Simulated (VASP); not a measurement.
Input of a VASP 6.6.1 run:

INCAR

```
SYSTEM = Tl
  PREC = Accurate
  ENCUT = 520
  EDIFF = 1E-6
  ISMEAR = -1
  SIGMA = 0.025
  LREAL = .FALSE.
  LASPH = .TRUE.
  NELM = 60
  ALGO = Fast
  ISIF = 2
  LWAVE = .FALSE.
  LCHARG = .FALSE.
  GGA = PE
  NBANDS = 12
```

KPOINTS

```
Automatic mesh
0
G
  8 8 8
  0 0 0
```

The input POSCAR:

```
Tl
1.0
   -1.9559951735      1.9559951735      1.9559951735
    1.9559951735     -1.9559951735      1.9559951735
    1.9559951735      1.9559951735     -1.9559951735
Tl
1
Direct
    0.0000000000      0.0000000000      0.0000000000
```

Potentials or basis: VASP PAW PBE potentials, release 64 (Tl_d).

Run with:

```bash
$ cat potpaw_PBE.64/Tl_d/POTCAR > POTCAR
$ mpirun -np 1 vasp_std > vasp.out
```

Predict the band gap on the k mesh.

zero (an odd number of electrons rules out a gap without spin polarisation).

Estimate the pressure.

1.6 GPa.

Caveat: spin-orbit coupling is left out, which moves the levels of the heavy elements.
